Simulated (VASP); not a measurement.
Wanted: the native input for a VASP 6.6.1 run.

| Quantity | Value |
| --- | --- |
| Task | single point |
| Functional | PBE |
| Potentials or basis | VASP PAW PBE potentials, release 64 (Te, Pt) |
| Cutoff | 520 eV |
| k mesh | 12 × 12 × 16 |
| Occupations | gaussian, width 0.1 eV |
| Spin | no spin polarisation |
| Dipole correction | no |
| Further INCAR settings | ALGO = Fast; EDIFF = 1e-06; NBANDS = 20 |

The structure of TePt2 lies in POSCAR:

```
TePt2
1.0
    4.6951459030      0.0000000000      0.0000000000
   -2.3475729515      4.0661156265      0.0000000000
    0.0000000000      0.0000000000      2.9746016140
Te Pt
1 2
Direct
    0.0000000000      0.0000000000      0.0000000000
    0.3333333333      0.6666666667      0.5000000000
    0.6666666667      0.3333333333      0.5000000000
```

One way to write it, as run:

INCAR

```
PREC = Accurate
ENCUT = 520
EDIFF = 1E-6
ISMEAR = 0
SIGMA = 0.1
LREAL = False
LASPH = True
NELM = 60
ALGO = Fast
ISIF = 2
LWAVE = False
LCHARG = False
GGA = PE
NBANDS = 20
```

KPOINTS

```
Automatic mesh
0
Gamma
  12 12 16
```

Potentials or basis: VASP PAW PBE potentials, release 64 (Te, Pt).

Launch:

```sh
$ cat potpaw_PBE.64/Te/POTCAR potpaw_PBE.64/Pt/POTCAR > POTCAR
$ mpirun -np 1 vasp_std > vasp.out
```

Results of the run:

```yaml
Pressure: -0.3 GPa
Band_gap_on_the_k_mesh: zero (bands 13 and 14 overlap by 2.13 eV)
```

Caveat: spin-orbit coupling is left out, which moves the levels of the heavy elements.

Run time: 94 s on 1 thread of AMD EPYC 9R45 96-Core Processor (Zen 5), on a shared host, peak memory 0.28 GiB.
